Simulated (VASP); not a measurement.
Runs of VASP 6.6.1 on Ca. The structure is that of space group Im-3m (No. 229), or close to it. The cells are those of the table. 

| task | cell | cutoff (eV) | gap on the mesh (eV) | pressure (GPa) |
| --- | --- | --- | --- | --- |
| relaxation of cell and atoms | relaxed from a = 3.814 Å, angles 109.4, 109.4, 109.7°, 1 atom | 600 | none | 0.0 |
| single point | a = 3.907 Å, angles 109.4, 109.4, 109.7°, 1 atom | 520 | none | -0.9 |
| single point | a = 3.832 Å, angles 109.4, 109.4, 109.7°, 1 atom | 520 | none | 0.1 |
| single point | a = 3.870 Å, angles 109.4, 109.4, 109.7°, 1 atom | 520 | none | (a) |
| relaxation of shape and atoms at fixed volume | relaxed from a = 3.754 Å, angles 109.4, 109.4, 109.7°, 1 atom | 600 | none | 1.3 |
| single point | a = 3.754 Å, angles 109.4, 109.4, 109.7°, 1 atom | 520 | none | 1.3 |

Alike in all rows: level r2SCAN; potentials or basis VASP PAW PBE potentials, release 64 (Ca_sv); no spin polarisation; k mesh 14 × 14 × 14; smearing gaussian 0.1 eV.

Estimate the missing entries.

(a) -0.5.

Caveats: the PAW data sets were made with another functional, which shifts forces and pressure a little; the relaxation stopped at its first step, so nothing moved (some runs).

A gap of «none» marks levels without a gap at the run's occupations.
